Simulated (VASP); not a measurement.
ZnCu: single point with PBEsol

ZnCu:

```xyz
4
Lattice="4.1491 0.0000 0.0000 0.0000 2.8334 0.0000 0.0000 0.0000 4.1901" Properties=species:S:1:pos:R:3 pbc="T T T"
Zn    1.0373    0.0000    1.1707
Zn    3.1118    0.0000    3.0194
Cu    1.0373    1.4167    3.2802
Cu    3.1118    1.4167    0.9099
```

```
Program                : VASP 6.6.1
Task                   : single point
Functional             : PBEsol
Potentials or basis    : VASP PAW PBE potentials, release 64 (Zn, Cu)
Cutoff                 : 520 eV
k mesh                 : 10 × 14 × 10
Occupations            : gaussian, width 0.1 eV
Spin                   : no spin polarisation
Dipole correction      : no
Further INCAR settings : ALGO = Fast; EDIFF = 1e-06; NBANDS = 31
```

```json
{
  "Pressure": "0.7 GPa",
  "Largest force": "0.005 eV/Å",
  "Band gap on the k mesh": "zero (band 23 reaches 9.81 eV, above the bottom of band 24 at 3.58 eV)"
}
```

Forces in eV/Å, atoms in the order of the input:
```
Zn   0.000  0.000 -0.001
Zn   0.000  0.000  0.001
Cu   0.000  0.000 -0.005
Cu   0.000  0.000  0.005
```

Stress tensor (GPa, compression positive):
```
0.78 0.00 0.00
0.00 0.66 0.00
0.00 0.00 0.71
```

Levels at points of the mesh, in eV from the Fermi level:
```tsv
k point	band 20	band 21	band 22	band 23	band 24	band 25	band 26	band 27
(0.00, 0.00, 0.00)	-2.74	-2.61	-2.13	-1.93	1.47	1.93	6.07	6.20
(0.50, 0.00, 0.00)	-3.06	-2.81	-2.81	0.88	0.88	3.02	3.02	10.35
(0.00, 0.50, 0.00)	-2.54	-2.45	-1.83	4.11	4.36	4.37	4.45	4.54
(0.50, 0.50, 0.00)	-2.79	-1.44	-1.44	-1.23	-1.23	6.45	6.45	6.60
(0.00, 0.00, 0.50)	-3.03	-2.91	-2.76	1.27	1.45	2.62	3.03	10.25
(0.50, 0.00, 0.50)	-3.27	-2.82	-2.82	-2.12	-2.12	11.49	11.49	12.14
(0.00, 0.50, 0.50)	-2.81	-1.71	-1.45	-1.24	-1.04	6.00	6.27	6.61
(0.50, 0.50, 0.50)	-2.54	-1.87	-1.87	-1.77	-1.77	2.01	2.01	2.37
```

It took 10 min on 1 thread of Oxide Virtual Turin-like Processor, with other jobs on the host, peak memory 0.42 GiB.

Caveat: the PAW data sets were made with another functional, which shifts forces and pressure a little.
